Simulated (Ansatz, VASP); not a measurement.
**Bi in VASP and in Ansatz**

```
CELL_PARAMETERS angstrom
-1.99341 1.99341 1.99341
1.99341 -1.99341 1.99341
1.99341 1.99341 -1.99341
ATOMIC_POSITIONS crystal
Bi 0.00000 0.00000 0.00000
```

Alike in both runs: functional PBE; k mesh 13 × 13 × 13; occupations fermi-dirac, width 0.08 eV; no spin polarisation.

Ansatz relaxed the structure, and its values are those at the end. VASP's run is a single point on that final structure, the one shown.

|  | VASP | Ansatz |
| --- | --- | --- |
| version | VASP 6.6.1 | Ansatz 0.2.0 |
| potentials or method | VASP PAW PBE potentials, release 64 (Bi_d) | PAW with Ansatz's default frozen-core files, scalar-relativistic |
| plane-wave cutoff (eV) | 520 | 420 |
| valence electrons in the cell | 15 | 15 |

|  | VASP | Ansatz | Ansatz less VASP |
| --- | --- | --- | --- |
| pressure (GPa) | -0.1 | 0.0 | +0.05 |

Neither program's run includes spin-orbit coupling.
